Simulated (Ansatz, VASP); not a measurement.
**Two plane-wave programs on NaH**

Contents of POSCAR:

```
NaH
1.0
    1.6306639000     -5.7962887000      0.0000000000
    1.6306639000      5.7962887000      0.0000000000
    0.0000000000      0.0000000000      3.3538828000
Na H
2 2
Direct
    0.8552090000      0.1447910000      0.7500000000
    0.1447910000      0.8552090000      0.2500000000
    0.6438850000      0.3561150000      0.7500000000
    0.3561150000      0.6438850000      0.2500000000
```

INCAR.step1

```
PREC     = Accurate       # precision mode
ENCUT    = 520            # plane-wave cutoff, eV
ISMEAR   = 0              # smearing method
SIGMA    = 0.02           # smearing width, eV
LREAL    = F              # projectors in reciprocal space
LASPH    = T              # aspherical terms in the spheres
NELM     = 60             # most SCF steps
NBANDS   = 16             # bands
GGA      = PE             # functional
ALGO     = Normal         # electronic algorithm
EDIFF    = 1E-4           # SCF threshold, eV
LWAVE    = T              # write WAVECAR
LCHARG   = F              # write CHGCAR
```

Contents of INCAR.step2:

```
PREC     = Accurate       # precision mode
ENCUT    = 520            # plane-wave cutoff, eV
EDIFF    = 1E-7           # SCF threshold, eV
ISMEAR   = 0              # smearing method
SIGMA    = 0.02           # smearing width, eV
LREAL    = F              # projectors in reciprocal space
LASPH    = T              # aspherical terms in the spheres
NELM     = 60             # most SCF steps
ALGO     = Normal         # electronic algorithm
ISIF     = 2              # what is computed and relaxed
LWAVE    = F              # write WAVECAR
LCHARG   = F              # write CHGCAR
METAGGA  = R2SCAN         # meta-GGA
LMIXTAU  = T            
NBANDS   = 16             # bands
ISTART   = 1
```

File KPOINTS:

```
regular mesh
0
Gamma
  8 8 8
```

Input for Ansatz:

```yaml
crystal:
  lattice:
    - [1.6306639, -5.7962887, 0.0]
    - [1.6306639, 5.7962887, 0.0]
    - [0.0, 0.0, 3.3538828]
  atoms:
    - { symbol: Na, position: [0.855209, 0.144791, 0.75] }
    - { symbol: Na, position: [0.144791, 0.855209, 0.25] }
    - { symbol: H, position: [0.643885, 0.356115, 0.75] }
    - { symbol: H, position: [0.356115, 0.643885, 0.25] }
basis:
  ecutwfc: 500
kpoints:
  mp_grid: { grid: [8, 8, 8] }
  band_path:
    path:
      - [[0.0, 0.0, 0.0], [-0.5, 0.5, 0.0], [-0.2697865, 0.7302135, 0.0]]
      - [[0.2697865, 0.2697865, 0.0], [0.0, 0.0, 0.0], [0.0, 0.0, 0.5], [0.2697865, 0.2697865, 0.5]]
      - [[-0.2697865, 0.7302135, 0.5], [-0.5, 0.5, 0.5], [-0.5, 0.5, 0.0]]
      - [[0.0, 0.0, 0.0], [0.0, 0.5, 0.0], [0.0, 0.5, 0.5], [0.0, 0.0, 0.5], [-0.5, 0.5, 0.5]]
    npoints: 14
hamiltonian:
  xc: r2scan
scf:
  occupations: { method: gaussian, width: 0.02 }
  n_extra_bands: 10
output:
  forces: true
  stress: true
  eigenvalues: true
  populations: true
  dos: { projected: true, de: 0.02, nscf_kmesh: { grid: [12, 12, 12] } }
  bader: true
  write_density: true
  write_potential: true
  elf: true
  volumetric_format: npy
```

Alike in both runs: task single point; functional r2SCAN; k mesh 8 × 8 × 8; occupations gaussian, width 0.02 eV; no spin polarisation.

```csv
,VASP,Ansatz
version,VASP 6.6.1,Ansatz 0.2.0
potentials or method,"VASP PAW PBE potentials, release 64 (Na_pv, H), cutoff 520 eV","scalar-relativistic, plane waves, PAW"
valence electrons in the cell,16,20
```

VASP gave:

```
gap on the k mesh at the Fermi level (eV)                     : 3.48
least direct gap on the mesh (eV)                             : 4.45
pressure (GPa)                                                : -0.5
traceless stress, the component that is largest in VASP (GPa) : 0.08
rms of the force components (eV/Å)                            : 0.005
```

Problem. Estimate Ansatz's values.

Solution. gap on the k mesh at the Fermi level (eV): 3.46; least direct gap on the mesh (eV): 4.45; pressure (GPa): -0.4; traceless stress, the component that is largest in VASP (GPa): 0.01; rms of the force components (eV/Å): 0.005.

VASP's potentials were made for PBE, not for r2SCAN. Atom by atom the forces differ by 0.002 eV/Å (rms over components). VASP's potentials hold 16 valence electrons a cell and Ansatz's 20, so a difference there can come from the potentials and not from the codes.
